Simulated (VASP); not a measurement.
# P in VASP: a series of runs, part 2 of 2

VASP 6.6.1. Earlier steps stand in the parts before.

## (3) Single point, PBEsol (strain +0.050 along x and y, +0.000 along z)

INCAR reads:

```
SYSTEM = P
PREC = Accurate
ENCUT = 520
EDIFF = 1E-6
ISMEAR = 0
SIGMA = 0.05
LREAL = .False.
LASPH = .True.
NELM = 80
ALGO = Normal
ISIF = 2
LWAVE = .False.
LCHARG = .True.
GGA = PS
LELF = .True.
LVHAR = .True.
NBANDS = 18
```

KPOINTS reads:

```
regular mesh
0
Gamma
  8 1 6
  0 0 0
```

POSCAR reads:

```
P
1.0
    3.4479141060      0.0000000000      0.0000000000
    0.0000000000     36.5998825395      0.0000000000
    0.0000000000      0.0000000000      4.6320847100
P
4
Direct
    0.0000000000      0.9702614300      0.5921507200
    0.0000000000      0.0297385700      0.4078492800
    0.5000000000      0.0297385700      0.0921507200
    0.5000000000      0.9702614300      0.9078492800
```

Potentials or basis: VASP PAW PBE potentials, release 64 (P).

Started as:

```console
$ cat potpaw_PBE.64/P/POTCAR > POTCAR
$ mpirun -np 1 vasp_std > vasp.out
```

OUTCAR:

```text
SYSTEM = P
   PREC = Accurate
   ENCUT = 520
   EDIFF = 1E-6
   ISMEAR = 0
   LREAL = .False.
   LASPH = .True.
   NELM = 80
   ISIF = 2
   GGA = PS

 ion  position               nearest neighbor table
   1  0.000  0.970  0.592-   4 2.26   4 2.26   2 2.34
   2  0.000  0.030  0.408-   3 2.26   3 2.26   1 2.34
   3  0.500  0.030  0.092-   2 2.26   2 2.26   4 2.34
   4  0.500  0.970  0.908-   1 2.26   1 2.26   3 2.34

  LATTYP: Found a simple orthorhombic cell.
 ALAT       =     3.4479141060
 B/A-ratio  =     1.3434455058
 C/A-ratio  =    10.6150795566

  Lattice vectors:

 A1 = (  -3.4479141060,   0.0000000000,   0.0000000000)
 A2 = (   0.0000000000,   0.0000000000,   4.6320847100)
 A3 = (   0.0000000000,  36.5998825395,   0.0000000000)

Analysis of symmetry for initial positions (statically):
=====================================================================
 Subroutine PRICEL returns:
 Original cell was already a primitive cell.

 Routine SETGRP: Setting up the symmetry group for a
 simple orthorhombic supercell.

 Subroutine GETGRP returns: Found  8 space group operations
 (whereof  4 operations were pure point group operations)
 out of a pool of  8 trial point group operations.

The static configuration has the point symmetry C_2h.
 The point group associated with its full space group is D_2h.

Analysis of symmetry for dynamics (positions and initial velocities):
=====================================================================
 Subroutine PRICEL returns:
 Original cell was already a primitive cell.

 Routine SETGRP: Setting up the symmetry group for a
 simple orthorhombic supercell.

 Subroutine GETGRP returns: Found  8 space group operations
 (whereof  4 operations were pure point group operations)
 out of a pool of  8 trial point group operations.

[... 117 lines left out ...]
   IALGO  =     38    algorithm
   IMIX   =      4    mixing-type and parameters
     AMIX     =   0.40;   BMIX     =  1.00
     AMIX_MAG =   1.60;   BMIX_MAG =  1.00
  volume/ion in A,a.u.               =     146.13       986.16
  Fermi-wavevector in a.u.,A,eV,Ry     =   0.531472  1.004337  3.843140  0.282463
  Thomas-Fermi vector in A             =   1.554512
   LORBIT       =      0    0 simple, 1 ext, 2 COOP (PROOUT), +10 PAW based schemes
   GGA     = PS    functional components
   LHFCALC =     F    Hartree Fock is set to
   AEXX    =    0.0000 exact exchange contribution
   IVDW    =     0    specifies the selected vdW correction
   LEPSILON=     F    determine dielectric tensor
   LRPA    =     F    only Hartree local field effects (RPA)
 non-spin polarized calculation
 Gauss-broadening in eV      SIGMA  =   0.05
  energy-cutoff  :      520.00
  volume of cell :      584.54
 maximum number of plane-waves:     15833
 NGX is ok and might be reduce to    28
   NGX = 13   NGY =137   NGZ = 17

 number of electron      19.9999998 magnetization

 Free energy of the ion-electron system (eV)
  ---------------------------------------------------
  ext. energy  EPLUGINS =         0.00000000
  ---------------------------------------------------
  free energy    TOTEN  =       -22.59728557 eV

  energy without entropy =      -22.59728557  energy(sigma->0) =      -22.59728557

 E-fermi :  -3.3081     XC(G=0):  -1.6768

 val. band max:       -3.5341102830   @ k =   0.0000   0.0000   0.0000
 cond. band min:      -2.8250726816   @ k =   0.0000   0.0000   0.0000
 fundamental gap:      0.7090376014
 Fermi energy:        -3.3081135445

 k-point     1 :       0.0000    0.0000    0.0000
  band No.  band energies     occupation
      1     -18.0411      2.00000
      2     -15.8387      2.00000
      3     -12.3564      2.00000
      4      -8.9528      2.00000
      5      -8.3847      2.00000
      6      -7.6556      2.00000
[... 397 lines left out ...]
      5      -8.3047      2.00000
      6      -8.3047      2.00000
[... 10 lines left out ...]
     17       2.6741      0.00000
     18       2.6741      0.00000

------------------------ aborting loop because EDIFF is reached ----------------------------------------

  FORCE on cell =-STRESS in cart. coord.  units (eV):
  Direction    XX          YY          ZZ          XY          YZ          ZX
  --------------------------------------------------------------------------------------
  -------------------------------------------------------------------------------------
  Total       -5.3671843     -2.9896118     -2.0171339      0.0000000      0.0000000      0.0000000
  in kB      -14.7110770     -8.1943170     -5.5288231      0.0000000      0.0000000      0.0000000
  external PRESSURE =      -9.4780724 kB  Pullay stress =       0.0000000 kB

 VOLUME and BASIS-vectors are now :
 -----------------------------------------------------------------------------
  energy-cutoff  :      520.00
  volume of cell :      584.54
      direct lattice vectors                 reciprocal lattice vectors
     3.447914106  0.000000000  0.000000000     0.290030427  0.000000000  0.000000000
     0.000000000 36.599882540  0.000000000     0.000000000  0.027322492  0.000000000
     0.000000000  0.000000000  4.632084710     0.000000000  0.000000000  0.215885516

 POSITION                                       TOTAL-FORCE (eV/Angst)
 -----------------------------------------------------------------------------------
      0.00000     35.51145      2.74289        -0.000000      0.683565     -0.182419
      0.00000      1.08843      1.88919        -0.000000     -0.683565      0.182419
      1.72396      1.08843      0.42685         0.000000     -0.683565     -0.182419
      1.72396     35.51145      4.20523        -0.000000      0.683565      0.182419
 -----------------------------------------------------------------------------------
    total drift:                               -0.000000     -0.000000     -0.000000

  FREE ENERGIE OF THE ION-ELECTRON SYSTEM (eV)
  ---------------------------------------------------
  free  energy   TOTEN  =       -22.5972855706 eV

  energy  without entropy=      -22.5972855706  energy(sigma->0) =      -22.59728557
```

stdout:

```text
POSCAR found type information on POSCAR P
 POSCAR found :  1 types and       4 ions
 scaLAPACK will be used
 -----------------------------------------------------------------------------
|                                                                             |
|                                                                             |
|     You enforced a specific xc type in the INCAR file but a different       |
|     I HOPE YOU KNOW WHAT YOU ARE DOING!                                     |
|                                                                             |
 -----------------------------------------------------------------------------

 LDA part: xc-table for (Slater+PW92), standard interpolation
 POSCAR, INCAR and KPOINTS ok, starting setup
 FFT: planning ... GRIDC
 FFT: planning ... GRID_SOFT
 FFT: planning ... GRID
 WAVECAR not read
 entering main loop
```

Wall time 4 min (1 thread of Intel Xeon Platinum 8488C (Sapphire Rapids), shared host); peak memory 0.63 GiB.

What came out:

```yaml
Free_energy: -22.5973 eV
Largest_force: 0.707 eV/Å
Band_gap_on_the_k_mesh: 0.71 eV
```

Forces on the atoms (eV/Å):
```
P    0.000  0.684 -0.182
P    0.000 -0.684  0.182
P    0.000 -0.684 -0.182
P    0.000  0.684  0.182
```

Caveat: the cell differs from its parent crystal (strain +0.050 along x and y, +0.000 along z); there is no dipole correction, which matters where the two faces differ; semilocal functionals underestimate gaps, and a narrow one can read as zero; the PAW data sets were made with another functional, which shifts forces and pressure a little.

## (4) Single point, PBEsol (strain +0.025 along x and y, +0.050 along z)

INCAR reads:

```
SYSTEM = P
  ALGO = Normal
  EDIFF = 1E-7
  ENCUT = 520
  GGA = PS
  ISIF = 2
  ISMEAR = 0
  LASPH = .TRUE.
  LCHARG = .FALSE.
  LREAL = .FALSE.
  LWAVE = .FALSE.
  NBANDS = 18
  NELM = 80
  PREC = Accurate
  SIGMA = 0.05
```

KPOINTS reads:

```
k-points
0
G
  8 1 6
  0 0 0
```

POSCAR reads:

```
P
1.0
    3.3658209130      0.0000000000      0.0000000000
    0.0000000000     35.7284567647      0.0000000000
    0.0000000000      0.0000000000      4.8636889455
P
4
Direct
    0.0000000000      0.9702614300      0.5921507200
    0.0000000000      0.0297385700      0.4078492800
    0.5000000000      0.0297385700      0.0921507200
    0.5000000000      0.9702614300      0.9078492800
```

Started as:

```console
$ cat potpaw_PBE.64/P/POTCAR > POTCAR
$ mpirun -np 1 vasp_std > vasp.out
```

Wall time 3.8 min (1 thread of Intel Xeon Platinum 8488C (Sapphire Rapids), shared host); peak memory 0.65 GiB.

It converged, with:

| Item | Value |
| --- | --- |
| Free energy | -22.6249 eV |
| Largest force | 0.638 eV/Å |
| Band gap on the k mesh | 1.09 eV |

Forces on the atoms (eV/Å):
```
P    0.000  0.454  0.449
P    0.000 -0.454 -0.449
P    0.000 -0.454  0.449
P    0.000  0.454 -0.449
```

Levels at points of the mesh, in eV from the valence-band top:
```tsv
k point	band 8	band 9	band 10	band 11	band 12	band 13
(0.00, 0.00, 0.00)	-1.50	-1.37	0.00	1.09	1.75	2.53
(0.50, 0.00, 0.00)	-2.56	-1.76	-1.76	1.17	1.17	2.28
(0.00, 0.00, 0.50)	-2.25	-1.36	-1.36	1.99	1.99	3.60
(0.50, 0.00, 0.50)	-4.22	-0.92	-0.92	2.34	2.34	3.43
```

Caveat: the cell differs from its parent crystal (strain +0.025 along x and y, +0.050 along z); there is no dipole correction, which matters where the two faces differ; the PAW data sets were made with another functional, which shifts forces and pressure a little.

## (5) Summary

```csv
cell,gap on the mesh (eV),largest force (eV/Å)
"a = 3.366, b = 35.728, c = 4.748 Å, 4 atoms",0.94,0.42
"a = 3.448, b = 36.600, c = 4.632 Å, 4 atoms",0.71,0.71
"a = 3.366, b = 35.728, c = 4.864 Å, 4 atoms",1.09,0.64
```

Alike in all rows: task single point; level PBEsol; potentials or basis VASP PAW PBE potentials, release 64 (P); no spin polarisation; k mesh 8 × 1 × 6; cutoff (eV) 520; smearing gaussian 0.05 eV.

Caveats: there is no dipole correction, which matters where the two faces differ; the PAW data sets were made with another functional, which shifts forces and pressure a little; semilocal functionals underestimate gaps, and a narrow one can read as zero (at least some runs).

Absolute energies hang on the potentials; compare differences alone.
